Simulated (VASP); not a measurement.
# ReF3 (Pm-3m) in VASP: single point with PBE+U

Aim: the single point of ReF3 with PBE+U.

Program: VASP 6.6.1. These are calculated values, not measurements. Logs are shortened: lines on timing, memory, paths and dates and some standing lists are left out, and cuts for length are marked.

## (1) The cell of the first run

Symmetry: Pm-3m, No. 221, cubic system. The conventional cell has a = 4.163 Å, b = 4.163 Å, c = 4.163 Å, α = 90.00°, β = 90.00°, γ = 90.00°. Re (site symmetry m-3m) has 6 F at 2.08 Å within 2.8 Å. F (site symmetry 4/mmm) has 2 Re at 2.08 Å within 2.8 Å.

## (2) Single point, PBE+U, collinear spin (18.04 Å³/atom)

Contents of INCAR:

```
ALGO = Normal
EDIFF = 1E-6
ENCUT = 600
GGA = PE
GGA_COMPAT = F
ISIF = 2
ISMEAR = 0
ISPIN = 2
LASPH = T
LCHARG = T
LDAU = T
LDAUJ = 0 0
LDAUL = 2 -1
LDAUPRINT = 1
LDAUTYPE = 2
LDAUU = 2 0
LELF = T
LMAXMIX = 4
LORBIT = 11
LREAL = F
LVHAR = T
LWAVE = F
MAGMOM = 1.21 0.06 0.06 0.06
NBANDS = 26
NELM = 200
PREC = Accurate
SIGMA = 0.05
```

Contents of KPOINTS:

```
k-points
0
Gamma
  8 8 8
```

Contents of POSCAR:

```
ReF3
1.0
    4.1633387120      0.0000000000      0.0000000000
    0.0000000000      4.1633387120      0.0000000000
    0.0000000000      0.0000000000      4.1633387120
Re F
1 3
Direct
    0.0000000000      0.0000000000      0.0000000000
    0.5000000000      0.0000000000      0.0000000000
    0.0000000000      0.0000000000      0.5000000000
    0.0000000000      0.5000000000      0.0000000000
```

Potentials or basis: VASP PAW PBE potentials, release 64 (Re, F).

The run is started by

```
cat potpaw_PBE.64/Re/POTCAR potpaw_PBE.64/F/POTCAR > POTCAR
mpirun -np 1 vasp_std > vasp.out
```

OUTCAR:

```text
EDIFF = 1E-6
   ENCUT = 600
   GGA = PE
   ISIF = 2
   ISMEAR = 0
   ISPIN = 2
   LASPH = T
   LORBIT = 11
   LREAL = F
   NELM = 200
   PREC = Accurate

 ion  position               nearest neighbor table
   1  0.000  0.000  0.000-   2 2.08   3 2.08   4 2.08   3 2.08   4 2.08   2 2.08
   2  0.500  0.000  0.000-   1 2.08   1 2.08
   3  0.000  0.000  0.500-   1 2.08   1 2.08
   4  0.000  0.500  0.000-   1 2.08   1 2.08

  LATTYP: Found a simple cubic cell.
 ALAT       =     4.1633387120

  Lattice vectors:

 A1 = (   4.1633387120,   0.0000000000,   0.0000000000)
 A2 = (   0.0000000000,   4.1633387120,   0.0000000000)
 A3 = (   0.0000000000,   0.0000000000,   4.1633387120)

Analysis of symmetry for initial positions (statically):
=====================================================================
 Subroutine PRICEL returns:
 Original cell was already a primitive cell.

 Routine SETGRP: Setting up the symmetry group for a
 simple cubic supercell.

 Subroutine GETGRP returns: Found 48 space group operations
 (whereof 48 operations were pure point group operations)
 out of a pool of 48 trial point group operations.

The static configuration has the point symmetry O_h .

Analysis of symmetry for dynamics (positions and initial velocities):
=====================================================================
 Subroutine PRICEL returns:
 Original cell was already a primitive cell.

 Routine SETGRP: Setting up the symmetry group for a
 simple cubic supercell.

 Subroutine GETGRP returns: Found 48 space group operations
 (whereof 48 operations were pure point group operations)
 out of a pool of 48 trial point group operations.

The dynamic configuration has the point symmetry O_h .

Analysis of structural, dynamic, and magnetic symmetry:
=====================================================================
 Subroutine PRICEL returns:
 Original cell was already a primitive cell.

 Routine SETGRP: Setting up the symmetry group for a
 simple cubic supercell.

 Subroutine GETGRP returns: Found 48 space group operations
 (whereof 48 operations were pure point group operations)
 out of a pool of 48 trial point group operations.

The overall configuration has the point symmetry O_h .

 Subroutine INISYM returns: Found 48 space group operations
 (whereof 48 operations are pure point group operations),
 and found     1 'primitive' translations

----------------------------------------------------------------------------------------

                                     Primitive cell

  volume of cell :      72.1648

  direct lattice vectors                    reciprocal lattice vectors
     4.163338712  0.000000000  0.000000000     0.240191843  0.000000000  0.000000000
     0.000000000  4.163338712  0.000000000     0.000000000  0.240191843  0.000000000
     0.000000000  0.000000000  4.163338712     0.000000000  0.000000000  0.240191843

  length of vectors
     4.163338712  4.163338712  4.163338712     0.240191843  0.240191843  0.240191843

  position of ions in fractional coordinates (direct lattice)
     0.000000000  0.000000000  0.000000000
     0.500000000  0.000000000  0.000000000
     0.000000000  0.000000000  0.500000000
     0.000000000  0.500000000  0.000000000

  ion indices of the primitive-cell ions
   primitive index   ion index
                 1           1
                 2           2
[... 71 lines left out ...]
   LASPH  =      T    aspherical Exc in radial PAW
   ENCUT  =  600.0 eV  44.10 Ry    6.64 a.u.   8.32  8.32  8.32*2*pi/ulx,y,z
   NELM   =    200;   NELMIN=  2; NELMDL= -5     # of ELM steps
   EDIFF  = 0.1E-05   stopping-criterion for ELM
   LREAL  =      F    real-space projection
[... 7 lines left out ...]
   TEBEG  =    0.0;   TEEND  =   0.0 temperature during run
   PSTRESS=    0.0 pullay stress
   NELECT =      28.0000    total number of electrons
   NUPDOWN=      -1.0000    fix difference up-down
   EMIN   =  10.00;   EMAX   =-10.00  energy-range for DOS
   EFERMI =   0.00;   METHOD = LEGACY
   ISMEAR =     0;   SIGMA  =   0.05  broadening in eV -4-tet -1-fermi 0-gaus
   EFERMI_NEDOS =   21; number of points for ismear=-14 and -15
   IALGO  =     38    algorithm
   IMIX   =      4    mixing-type and parameters
     AMIX     =   0.40;   BMIX     =  1.00
     AMIX_MAG =   1.60;   BMIX_MAG =  1.00
  volume/ion in A,a.u.               =      18.04       121.75
  Fermi-wavevector in a.u.,A,eV,Ry     =   1.194041  2.256410 19.398275  1.425733
  Thomas-Fermi vector in A             =   2.330040
   LORBIT       =     11    0 simple, 1 ext, 2 COOP (PROOUT), +10 PAW based schemes
 LDA+U is selected, type is set to LDAUTYPE =  2
   angular momentum for each species LDAUL =     2   -1
   U (eV)           for each species LDAUU =   2.0  0.0
   J (eV)           for each species LDAUJ =   0.0  0.0
   GGA     = PE    functional components
   LHFCALC =     F    Hartree Fock is set to
   AEXX    =    0.0000 exact exchange contribution
   IVDW    =     0    specifies the selected vdW correction
   LEPSILON=     F    determine dielectric tensor
   LRPA    =     F    only Hartree local field effects (RPA)
 spin polarized calculation
 Gauss-broadening in eV      SIGMA  =   0.05
  energy-cutoff  :      600.00
  volume of cell :       72.16
 maximum number of plane-waves:      2469
 NGX is ok and might be reduce to    36
   NGX = 17   NGY = 17   NGZ = 17

 number of electron      28.0000018 magnetization       0.0026505

atom =   1  type =  1  l = 2

 onsite density matrix

spin component  1

  0.6806  0.0000  0.0000 -0.0000  0.0000
  0.0000  0.6806 -0.0000 -0.0000  0.0000
  0.0000 -0.0000  0.1665 -0.0000 -0.0000
 -0.0000 -0.0000 -0.0000  0.6806 -0.0000
  0.0000  0.0000 -0.0000 -0.0000  0.1665

spin component  2

  0.6809  0.0000  0.0000 -0.0000  0.0000
  0.0000  0.6809 -0.0000 -0.0000  0.0000
  0.0000 -0.0000  0.1665 -0.0000 -0.0000
 -0.0000 -0.0000 -0.0000  0.6809 -0.0000
  0.0000  0.0000 -0.0000 -0.0000  0.1665

 occupancies and eigenvectors

  o =  0.1665  v =  0.0000  0.0000  0.0000  0.0000  0.0000  0.0000 -0.0000  1.0000 -0.0000  0.0004      0.0000  0.0000  0.0000  0.0000  0.0000  0.0000  0.0000  0.0000  0.0000  0.0000
  o =  0.1665  v =  0.0000  0.0000  0.0000  0.0000  0.0000  0.0000 -0.0000  0.0004 -0.0000 -1.0000      0.0000  0.0000  0.0000  0.0000  0.0000  0.0000  0.0000  0.0000  0.0000  0.0000
  o =  0.1665  v =  0.0000 -0.0000  0.0007 -0.0000  1.0000  0.0000  0.0000  0.0000  0.0000  0.0000      0.0000  0.0000  0.0000  0.0000  0.0000  0.0000  0.0000  0.0000  0.0000  0.0000
  o =  0.1665  v =  0.0000  0.0000 -1.0000 -0.0000  0.0007  0.0000  0.0000  0.0000  0.0000  0.0000      0.0000  0.0000  0.0000  0.0000  0.0000  0.0000  0.0000  0.0000  0.0000  0.0000
  o =  0.6806  v =  0.0000 -0.9988  0.0000  0.0490  0.0000  0.0000  0.0000  0.0000  0.0000  0.0000      0.0000  0.0000  0.0000  0.0000  0.0000  0.0000  0.0000  0.0000  0.0000  0.0000
  o =  0.6806  v =  0.0000 -0.0490  0.0000 -0.9988 -0.0000  0.0000  0.0000  0.0000  0.0000  0.0000      0.0000  0.0000  0.0000  0.0000  0.0000  0.0000  0.0000  0.0000  0.0000  0.0000
  o =  0.6806  v =  1.0000  0.0000  0.0000  0.0000  0.0000  0.0000  0.0000  0.0000  0.0000  0.0000      0.0000  0.0000  0.0000  0.0000  0.0000  0.0000  0.0000  0.0000  0.0000  0.0000
  o =  0.6809  v =  0.0000  0.0000  0.0000  0.0000  0.0000  1.0000  0.0000  0.0000  0.0000  0.0000      0.0000  0.0000  0.0000  0.0000  0.0000  0.0000  0.0000  0.0000  0.0000  0.0000
  o =  0.6809  v =  0.0000  0.0000  0.0000  0.0000  0.0000  0.0000 -0.0446 -0.0000 -0.9990  0.0000      0.0000  0.0000  0.0000  0.0000  0.0000  0.0000  0.0000  0.0000  0.0000  0.0000
  o =  0.6809  v =  0.0000  0.0000  0.0000  0.0000  0.0000  0.0000 -0.9990 -0.0000  0.0446 -0.0000      0.0000  0.0000  0.0000  0.0000  0.0000  0.0000  0.0000  0.0000  0.0000  0.0000

 number of electron      28.0000018 magnetization      -0.0005272

 Free energy of the ion-electron system (eV)
  ---------------------------------------------------
  ext. energy  EPLUGINS =         0.00000000
  ---------------------------------------------------
  free energy    TOTEN  =       -21.17150540 eV

  energy without entropy =      -21.16857537  energy(sigma->0) =      -21.17004039

 E-fermi :   0.5793     XC(G=0):  -8.1599

 val. band max:        0.5431559086   @ k =   0.5000   0.5000   0.1250
 cond. band min:       0.6501858141   @ k =   0.3750   0.2500   0.2500
 fundamental gap:      0.1070299056
 Fermi energy:         0.5792902434

 spin component 1

 k-point     1 :       0.0000    0.0000    0.0000
  band No.  band energies     occupation
      1     -24.4829      1.00000
      2     -24.1295      1.00000
      3     -24.1295      1.00000
      4      -6.5058      1.00000
      5      -6.5058      1.00000
      6      -6.5058      1.00000
[... 1385 lines left out ...]
     25      14.3761      0.00000
     26      16.6990      0.00000

 [... further k-points ...]

------------------------ aborting loop because EDIFF is reached ----------------------------------------

  FORCE on cell =-STRESS in cart. coord.  units (eV):
  Direction    XX          YY          ZZ          XY          YZ          ZX
  --------------------------------------------------------------------------------------
  -------------------------------------------------------------------------------------
  Total       -3.2398853     -3.2398853     -3.2398853      0.0000000      0.0000000      0.0000000
  in kB      -71.9308147    -71.9308147    -71.9308147      0.0000000      0.0000000      0.0000000
  external PRESSURE =     -71.9308147 kB  Pullay stress =       0.0000000 kB

 VOLUME and BASIS-vectors are now :
 -----------------------------------------------------------------------------
  energy-cutoff  :      600.00
  volume of cell :       72.16
      direct lattice vectors                 reciprocal lattice vectors
     4.163338712  0.000000000  0.000000000     0.240191843  0.000000000  0.000000000
     0.000000000  4.163338712  0.000000000     0.000000000  0.240191843  0.000000000
     0.000000000  0.000000000  4.163338712     0.000000000  0.000000000  0.240191843

 POSITION                                       TOTAL-FORCE (eV/Angst)
 -----------------------------------------------------------------------------------
      0.00000      0.00000      0.00000         0.000000      0.000000      0.000000
      2.08167      0.00000      0.00000         0.000000      0.000000      0.000000
      0.00000      0.00000      2.08167         0.000000      0.000000      0.000000
      0.00000      2.08167      0.00000         0.000000      0.000000      0.000000
 -----------------------------------------------------------------------------------
    total drift:                                0.000000      0.000000     -0.000000

  FREE ENERGIE OF THE ION-ELECTRON SYSTEM (eV)
  ---------------------------------------------------
  free  energy   TOTEN  =       -21.1715053992 eV

  energy  without entropy=      -21.1685753709  energy(sigma->0) =      -21.17004039

 total charge

# of ion       s       p       d       tot
------------------------------------------
    1        0.318   0.388   4.699   5.405
    2        1.724   4.343   0.000   6.067
    3        1.724   4.343   0.000   6.067
    4        1.724   4.343   0.000   6.067
--------------------------------------------------
tot          5.489  13.418   4.699  23.607

 magnetization (x)

# of ion       s       p       d       tot
------------------------------------------
    1       -0.000  -0.000  -0.001  -0.001
    2        0.000  -0.000   0.000  -0.000
    3        0.000  -0.000   0.000  -0.000
    4        0.000  -0.000   0.000  -0.000
--------------------------------------------------
tot         -0.000  -0.000  -0.001  -0.001
```

Wall time 3.5 min (1 thread of Intel Xeon 6975P-C (Granite Rapids), shared host); peak memory 0.32 GiB.

Results:

```yaml
Free_energy: -21.1715 eV
Pressure: -7.2 GPa
Band_gap_on_the_k_mesh: zero (filled and empty bands overlap)
Net_moment: 0.00 μB per cell
Valence_electrons_inside_the_program's_atomic_spheres: Re 5.41; F 6.07
```

Eigenvalues of the final occupation matrices:
```csv
site,spin,trace,eigenvalues
site 1 d,1,2.37,0.17 0.17 0.68 0.68 0.68
site 1 d,2,2.38,0.17 0.17 0.68 0.68 0.68
```

Caveat: the cell stands under tension; spin-orbit coupling is left out, which moves the levels of the heavy elements.

The gap in the log of VASP goes by the Fermi energy; the results here count the filled bands.